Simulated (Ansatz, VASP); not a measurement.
**MgBe2Te3 in VASP and in Ansatz**

INCAR

```
SYSTEM = MgBe2Te3
ALGO = Normal
EDIFF = 1E-6
EDIFFG = -0.04
ENCUT = 600
GGA = PE
IBRION = 2
ISIF = 3
ISMEAR = 0
LASPH = .TRUE.
LCHARG = .FALSE.
LREAL = .FALSE.
LWAVE = .FALSE.
NELM = 100
NSW = 90
PREC = Accurate
SIGMA = 0.1
```

File KPOINTS:

```
k-points
0
G
  3 3 6
  0 0 0
```

POSCAR

```
MgBe2Te3
1.0
    6.5104027400      0.0000000000      0.0000000000
   -3.2552013700      5.6381741600      0.0000000000
    0.0000000000      0.0000000000      3.5928086100
Mg Be Te
1 2 3
Direct
    0.0000000000      0.0000000000      0.0000000000
    0.3333333300      0.6666666700      0.0000000000
    0.6666666700      0.3333333300      0.0000000000
    0.5000000000      0.0000000000      0.5000000000
    0.5000000000      0.5000000000      0.5000000000
    0.0000000000      0.5000000000      0.5000000000
```

Input for Ansatz:

```yaml
crystal:
  lattice:
    - [6.51040274, 0.0, 0.0]
    - [-3.25520137, 5.63817416, 0.0]
    - [0.0, 0.0, 3.59280861]
  atoms:
    - { symbol: Mg, position: [0.0, 0.0, 0.0] }
    - { symbol: Be, position: [0.33333333, 0.66666667, 0.0] }
    - { symbol: Be, position: [0.66666667, 0.33333333, 0.0] }
    - { symbol: Te, position: [0.5, 0.0, 0.5] }
    - { symbol: Te, position: [0.5, 0.5, 0.5] }
    - { symbol: Te, position: [0.0, 0.5, 0.5] }
basis:
  ecutwfc: 420
kpoints:
  mp_grid: { grid: [3, 3, 6] }
hamiltonian:
  xc: pbe
scf:
  occupations: { method: gaussian, width: 0.1 }
  lower_state_search: "off"
output:
  forces: true
  stress: true
  eigenvalues: true
relax:
  adjacent_minimum: "off"
  f_tol: 0.04
  max_steps: 70
  cell: { stress_tol: 0.4 }
```

Change from the starting cell: species swapped into the ErB2Ru3 type (P6/mmm, No. 191).

Alike in both runs: task relaxation of cell and atoms; functional PBE; k mesh 3 × 3 × 6; occupations gaussian, width 0.1 eV; no spin polarisation.

|  | VASP | Ansatz |
| --- | --- | --- |
| version | VASP 6.6.1 | Ansatz 0.2.0 |
| potentials or method | VASP PAW PBE potentials, release 64 (Mg, Be, Te), cutoff 600 eV | scalar-relativistic, plane waves, PAW |
| valence electrons in the cell | 24 | 62 |

|  | VASP | Ansatz | Ansatz less VASP |
| --- | --- | --- | --- |
| gap on the k mesh at the Fermi level, each at its own relaxed structure (eV) | none | none | - |
| relaxed volume (Å³/atom) | 24.04 | 24.07 | +0.032 |
| relaxed length of the cell vector where the two differ most in proportion (Å) | 6.827 | 6.831 | +0.0038 |

A gap of «none» marks a metal or a gap that the smearing closes. VASP's potentials hold 24 valence electrons a cell and Ansatz's 62, so a difference there can come from the potentials and not from the codes.

The k mesh is coarse, so the values compare programs but aren't converged. Spin-orbit coupling is off throughout.
